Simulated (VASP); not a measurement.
# CaF2 (Fm-3m) in VASP: further runs

The runs below take CaF2 through electric field gradients, with LDA.

Program: VASP 6.6.1. These are calculated values, not measurements. Logs are shortened: lines on timing, memory, paths and dates and some standing lists are left out, and cuts for length are marked.

**1. The cell of the first run**

The structure is cubic, space group Fm-3m (No. 225). The conventional cell has a = 5.389 Å, b = 5.389 Å, c = 5.389 Å, α = 90.00°, β = 90.00°, γ = 90.00°. Within 3.1 Å of Ca (site symmetry m-3m) lie 8 F at 2.33 Å. Within 3.1 Å of F (site symmetry -43m) lie 4 Ca at 2.33 Å and 6 F at 2.69 Å.

**2. Electric field gradients, LDA (13.04 Å³/atom)**

Contents of INCAR:

```
SYSTEM = CaF2
  PREC = Accurate
  ENCUT = 520
  EDIFF = 1E-8
  ISMEAR = -1
  SIGMA = 0.03
  LREAL = .FALSE.
  LASPH = .TRUE.
  NELM = 120
  ALGO = Normal
  ISIF = 2
  LWAVE = .FALSE.
  LCHARG = .FALSE.
  LEFG = .TRUE.
  NBANDS = 19
  GGA_COMPAT = .FALSE.
```

Contents of KPOINTS:

```
Automatic mesh
0
G
  10 10 10
  0 0 0
```

Contents of POSCAR:

```
CaF2
1.0
    0.0000000000      2.6943366912      2.6943366912
    2.6943366912      0.0000000000      2.6943366912
    2.6943366912      2.6943366912      0.0000000000
Ca F
1 2
Direct
    0.0000000000      0.0000000000      0.0000000000
    0.2500000000      0.2500000000      0.2500000000
    0.7500000000      0.7500000000      0.7500000000
```

Potentials or basis: VASP PAW LDA potentials, release 64 (Ca_sv, F).

The run is started by

```
$ cat potpaw_LDA.64/Ca_sv/POTCAR potpaw_LDA.64/F/POTCAR > POTCAR
$ mpirun -np 1 vasp_std > vasp.out
```

OUTCAR:

```text
SYSTEM = CaF2
   PREC = Accurate
   ENCUT = 520
   EDIFF = 1E-8
   ISMEAR = -1
   LREAL = .FALSE.
   LASPH = .TRUE.
   NELM = 120
   ISIF = 2

 ion  position               nearest neighbor table
   1  0.000  0.000  0.000-   3 2.33   3 2.33   3 2.33   2 2.33   3 2.33   2 2.33   2 2.33   2 2.33

   2  0.250  0.250  0.250-   1 2.33   1 2.33   1 2.33   1 2.33
   3  0.750  0.750  0.750-   1 2.33   1 2.33   1 2.33   1 2.33

  LATTYP: Found a face centered cubic cell.
 ALAT       =     5.3886733824

  Lattice vectors:

 A1 = (   0.0000000000,   2.6943366912,   2.6943366912)
 A2 = (   2.6943366912,   0.0000000000,   2.6943366912)
 A3 = (   2.6943366912,   2.6943366912,   0.0000000000)

Analysis of symmetry for initial positions (statically):
=====================================================================
 Subroutine PRICEL returns:
 Original cell was already a primitive cell.

 Routine SETGRP: Setting up the symmetry group for a
 face centered cubic supercell.

 Subroutine GETGRP returns: Found 48 space group operations
 (whereof 48 operations were pure point group operations)
 out of a pool of 48 trial point group operations.

The static configuration has the point symmetry O_h .

Analysis of symmetry for dynamics (positions and initial velocities):
=====================================================================
 Subroutine PRICEL returns:
 Original cell was already a primitive cell.

 Routine SETGRP: Setting up the symmetry group for a
 face centered cubic supercell.

 Subroutine GETGRP returns: Found 48 space group operations
 (whereof 48 operations were pure point group operations)
 out of a pool of 48 trial point group operations.

The dynamic configuration has the point symmetry O_h .

 Subroutine INISYM returns: Found 48 space group operations
 (whereof 48 operations are pure point group operations),
 and found     1 'primitive' translations

----------------------------------------------------------------------------------------

                                     Primitive cell

  volume of cell :      39.1188

  direct lattice vectors                    reciprocal lattice vectors
     0.000000000  2.694336691  2.694336691    -0.185574432  0.185574432  0.185574432
     2.694336691  0.000000000  2.694336691     0.185574432 -0.185574432  0.185574432
     2.694336691  2.694336691  0.000000000     0.185574432  0.185574432 -0.185574432

  length of vectors
     3.810367490  3.810367490  3.810367490     0.321424344  0.321424344  0.321424344

  position of ions in fractional coordinates (direct lattice)
     0.000000000  0.000000000  0.000000000
     0.250000000  0.250000000  0.250000000
     0.750000000  0.750000000  0.750000000

  ion indices of the primitive-cell ions
   primitive index   ion index
                 1           1
                 2           2
                 3           3

----------------------------------------------------------------------------------------

 KPOINTS: Automatic mesh

Automatic generation of k-mesh.
 Grid dimensions read from file:
 generate k-points for:   10   10   10

 Generating k-lattice:

  Cartesian coordinates                     Fractional coordinates (reciprocal lattice)
    -0.018557443  0.018557443  0.018557443     0.100000000  0.000000000  0.000000000
     0.018557443 -0.018557443  0.018557443     0.000000000  0.100000000  0.000000000
     0.018557443  0.018557443 -0.018557443     0.000000000  0.000000000  0.100000000

  Length of vectors
     0.032142434  0.032142434  0.032142434

  Shift w.r.t. Gamma in fractional coordinates (k-lattice)
     0.000000000  0.000000000  0.000000000

 Subroutine IBZKPT returns following result:
 ===========================================

 Found     47 irreducible k-points:

 Following reciprocal coordinates:
            Coordinates               Weight
  0.000000  0.000000  0.000000      1.000000
  0.100000  0.000000  0.000000      8.000000
  0.200000  0.000000  0.000000      8.000000
  0.300000  0.000000  0.000000      8.000000
  0.400000  0.000000  0.000000      8.000000
  0.500000  0.000000  0.000000      4.000000
[... 16 lines left out ...]
  0.300000  0.300000  0.000000      6.000000
  0.400000  0.300000  0.000000     24.000000
 [... further k-points ...]
   k-points           NKPTS =     47   k-points in BZ     NKDIM =     47   number of bands    NBANDS=     19
   number of dos      NEDOS =    301   number of ions     NIONS =      3
   total plane-waves  NPLWV =  21952
   dimension x,y,z NGX =    28 NGY =   28 NGZ =   28
   dimension x,y,z NGXF=    56 NGYF=   56 NGZF=   56
   ions per type =               1   2
   NGX,Y,Z   is equivalent  to a cutoff of  12.22, 12.22, 12.22 a.u.
   NGXF,Y,Z  is equivalent  to a cutoff of  24.43, 24.43, 24.43 a.u.
 SYSTEM =  CaF2
   PREC   = accura    normal or accurate (medium, high low for compatibility)
   ISTART =      0    job   : 0-new  1-cont  2-samecut
   ICHARG =      2    charge: 1-file 2-atom 10-const
   ISPIN  =      1    spin polarized calculation?
   LNONCOLLINEAR =      F non collinear calculations
   LSORBIT =      F    spin-orbit coupling
   LASPH  =      T    aspherical Exc in radial PAW
   ENCUT  =  520.0 eV  38.22 Ry    6.18 a.u.   7.08  7.08  7.08*2*pi/ulx,y,z
   NELM   =    120;   NELMIN=  2; NELMDL= -5     # of ELM steps
   EDIFF  = 0.1E-07   stopping-criterion for ELM
   LREAL  =      F    real-space projection
   EDIFFG = 0.1E-06   stopping-criterion for IOM
   NSW    =      0    number of steps for IOM
   IBRION =     -1    ionic relax: 0-MD 1-quasi-New 2-CG
   NFREE  =      0    steps in history (QN), initial steepest desc. (CG)
   ISIF   =      2    stress and relaxation
   ISYM   =      2    0-nonsym 1-usesym 2-fastsym
   POTIM  = 0.5000    time-step for ionic-motion
   TEBEG  =    0.0;   TEEND  =   0.0 temperature during run
   PSTRESS=    0.0 pullay stress
   NELECT =      24.0000    total number of electrons
   NUPDOWN=      -1.0000    fix difference up-down
   EMIN   =  10.00;   EMAX   =-10.00  energy-range for DOS
   EFERMI =   0.00;   METHOD = LEGACY
   ISMEAR =    -1;   SIGMA  =   0.03  broadening in eV -4-tet -1-fermi 0-gaus
   EFERMI_NEDOS =   21; number of points for ismear=-14 and -15
   IALGO  =     38    algorithm
   IMIX   =      4    mixing-type and parameters
     AMIX     =   0.40;   BMIX     =  1.00
     AMIX_MAG =   1.60;   BMIX_MAG =  1.00
  volume/ion in A,a.u.               =      13.04        88.00
  Fermi-wavevector in a.u.,A,eV,Ry     =   1.391073  2.628748 26.328433  1.935085
  Thomas-Fermi vector in A             =   2.514947
   LORBIT       =      0    0 simple, 1 ext, 2 COOP (PROOUT), +10 PAW based schemes
   GGA     = CA    functional components
   LHFCALC =     F    Hartree Fock is set to
   AEXX    =    0.0000 exact exchange contribution
   IVDW    =     0    specifies the selected vdW correction
   LEPSILON=     F    determine dielectric tensor
   LRPA    =     F    only Hartree local field effects (RPA)
 non-spin polarized calculation
  energy-cutoff  :      520.00
  volume of cell :       39.12
 maximum number of plane-waves:      1073
   NGX = 15   NGY = 15   NGZ = 15

 number of electron      23.9999981 magnetization

 Free energy of the ion-electron system (eV)
  ---------------------------------------------------
  ext. energy  EPLUGINS =         0.00000000
  ---------------------------------------------------
  free energy    TOTEN  =       -18.99969252 eV

  energy without entropy =      -18.99969252  energy(sigma->0) =      -18.99969252

 E-fermi :  -0.4136     XC(G=0): -10.5765

 val. band max:       -1.1326940998   @ k =   0.5000   0.5000   0.0000
 cond. band min:       6.0091935637   @ k =   0.0000   0.0000   0.0000
 fundamental gap:      7.1418876635
 Fermi energy:        -0.4135542613

 k-point     1 :       0.0000    0.0000    0.0000
  band No.  band energies     occupation
      1     -36.3806      2.00000
      2     -20.7659      2.00000
      3     -19.8816      2.00000
      4     -17.6211      2.00000
      5     -17.6211      2.00000
      6     -17.6211      2.00000
[... 11 lines left out ...]
     18      10.3823      0.00000
     19      15.6866      0.00000

 k-point     2 :       0.1000    0.0000    0.0000
  band No.  band energies     occupation
      1     -36.3761      2.00000
      2     -20.7993      2.00000
      3     -19.9103      2.00000
      4     -17.6263      2.00000
      5     -17.6263      2.00000
      6     -17.5678      2.00000
[... 11 lines left out ...]
     18      10.3525      0.00000
     19      15.2090      0.00000

 k-point     3 :       0.2000    0.0000    0.0000
  band No.  band energies     occupation
      1     -36.3645      2.00000
      2     -20.8711      2.00000
      3     -20.0075      2.00000
      4     -17.6400      2.00000
      5     -17.6400      2.00000
      6     -17.4235      2.00000
[... 11 lines left out ...]
     18      10.2741      0.00000
     19      14.2315      0.00000

 k-point     4 :       0.3000    0.0000    0.0000
  band No.  band energies     occupation
      1     -36.3501      2.00000
      2     -20.9278      2.00000
      3     -20.1607      2.00000
      4     -17.6568      2.00000
      5     -17.6568      2.00000
      6     -17.2385      2.00000
[... 11 lines left out ...]
     18      10.1778      0.00000
     19      13.3134      0.00000

 k-point     5 :       0.4000    0.0000    0.0000
  band No.  band energies     occupation
      1     -36.3384      2.00000
      2     -20.9454      2.00000
      3     -20.3112      2.00000
      4     -17.6702      2.00000
      5     -17.6702      2.00000
      6     -17.0859      2.00000
[... 11 lines left out ...]
     18      10.1005      0.00000
     19      12.8240      0.00000
[... 334 lines left out ...]
      2     -20.8969      2.00000
      3     -20.4487      2.00000
      4     -17.6758      2.00000
      5     -17.4629      2.00000
      6     -17.2141      2.00000
[... 11 lines left out ...]
     18      10.7984      0.00000
     19      13.6269      0.00000

 k-point    22 :      -0.2000    0.2000    0.0000
  band No.  band energies     occupation
      1     -36.3451      2.00000
      2     -20.9256      2.00000
      3     -20.2486      2.00000
      4     -17.6560      2.00000
      5     -17.5382      2.00000
      6     -17.2911      2.00000
[... 11 lines left out ...]
     18      10.4010      0.00000
     19      14.0073      0.00000

 k-point    23 :       0.3000    0.3000    0.0000
  band No.  band energies     occupation
      1     -36.3400      2.00000
      2     -21.0515      2.00000
      3     -20.1190      2.00000
      4     -17.7105      2.00000
      5     -17.7105      2.00000
      6     -17.0872      2.00000
[... 11 lines left out ...]
     18      10.0839      0.00000
     19      15.3620      0.00000

 k-point    24 :       0.4000    0.3000    0.0000
  band No.  band energies     occupation
      1     -36.3307      2.00000
      2     -21.0791      2.00000
      3     -20.2217      2.00000
      4     -17.7262      2.00000
      5     -17.6819      2.00000
      6     -17.0017      2.00000
[... 11 lines left out ...]
     18      10.4328      0.00000
     19      14.8490      0.00000

 [... further k-points ...]
[... 5 lines left out ...]
  --------------------------------------------------------------------------------------
  -------------------------------------------------------------------------------------
  Total       -0.6782930     -0.6782930     -0.6782930     -0.0000000      0.0000000      0.0000000
  in kB      -27.7806462    -27.7806462    -27.7806462     -0.0000000      0.0000000      0.0000000
  external PRESSURE =     -27.7806462 kB  Pullay stress =       0.0000000 kB

 VOLUME and BASIS-vectors are now :
 -----------------------------------------------------------------------------
  energy-cutoff  :      520.00
  volume of cell :       39.12
      direct lattice vectors                 reciprocal lattice vectors
     0.000000000  2.694336691  2.694336691    -0.185574432  0.185574432  0.185574432
     2.694336691  0.000000000  2.694336691     0.185574432 -0.185574432  0.185574432
     2.694336691  2.694336691  0.000000000     0.185574432  0.185574432 -0.185574432

 POSITION                                       TOTAL-FORCE (eV/Angst)
 -----------------------------------------------------------------------------------
      0.00000      0.00000      0.00000         0.000000      0.000000      0.000000
      1.34717      1.34717      1.34717        -0.000000     -0.000000     -0.000000
      4.04151      4.04151      4.04151         0.000000      0.000000      0.000000
 -----------------------------------------------------------------------------------
    total drift:                                0.000000      0.000000      0.000000

  FREE ENERGIE OF THE ION-ELECTRON SYSTEM (eV)
  ---------------------------------------------------
  free  energy   TOTEN  =       -18.9996925225 eV

  energy  without entropy=      -18.9996925225  energy(sigma->0) =      -18.99969252

 Electric field gradients (V/A^2)
---------------------------------------------------------------------
 ion       V_xx      V_yy      V_zz      V_xy      V_xz      V_yz
---------------------------------------------------------------------
   1      -0.000     0.000     0.000     0.000     0.000     0.000
   2      -0.000     0.000    -0.000     0.008     0.008     0.008
   3      -0.000    -0.000    -0.000     0.008     0.008     0.008
---------------------------------------------------------------------

 Electric field gradients after diagonalization (V/A^2)
 (convention: |V_zz| > |V_xx| > |V_yy|)
----------------------------------------------------------------------
 ion       V_xx      V_yy      V_zz     asymmetry (V_yy - V_xx)/ V_zz
----------------------------------------------------------------------
   1      -0.000    -0.000     0.001       0.000
   2      -0.008    -0.008     0.017       0.000
   3      -0.008    -0.008     0.017       0.000
----------------------------------------------------------------------

           NMR quadrupolar parameters

 Cq : quadrupolar parameter    Cq=e*Q*V_zz/h
 eta: asymmetry parameters     (V_yy - V_xx)/ V_zz
 Q  : nuclear electric quadrupole moment in mb (millibarn)
----------------------------------------------------------------------
 ion       Cq(MHz)       eta       Q (mb)
----------------------------------------------------------------------
   1       0.000       0.000       1.000
   2       0.000       0.000       1.000
   3       0.000       0.000       1.000
----------------------------------------------------------------------
```

Wall time 17 s (1 thread of Intel Xeon Platinum 8559C (Emerald Rapids), shared host); peak memory 0.16 GiB.

What came out:

* Free energy: -18.9997 eV
* Pressure: -2.8 GPa
* Band gap on the k mesh: 7.14 eV (least direct gap 7.41 eV)
* Largest electric field gradient by atom: zero within the noise of the run

Levels at points of the mesh, in eV from the valence-band top:
| k point | band 9 | band 10 | band 11 | band 12 | band 13 | band 14 | band 15 | band 16 |
| --- | --- | --- | --- | --- | --- | --- | --- | --- |
| (0.00, 0.00, 0.00) | -2.31 | -0.27 | -0.27 | -0.27 | 7.14 | 9.18 | 9.18 | 11.52 |
| (0.50, 0.00, 0.00) | -1.38 | -1.33 | -0.88 | -0.88 | 9.43 | 9.43 | 9.91 | 10.50 |
| (0.50, 0.50, 0.00) | -1.74 | -0.40 | -0.40 | 0.00 | 7.97 | 9.66 | 10.23 | 11.10 |

A k mesh can miss the band edges.

(Part 1 of 2 ends here.)
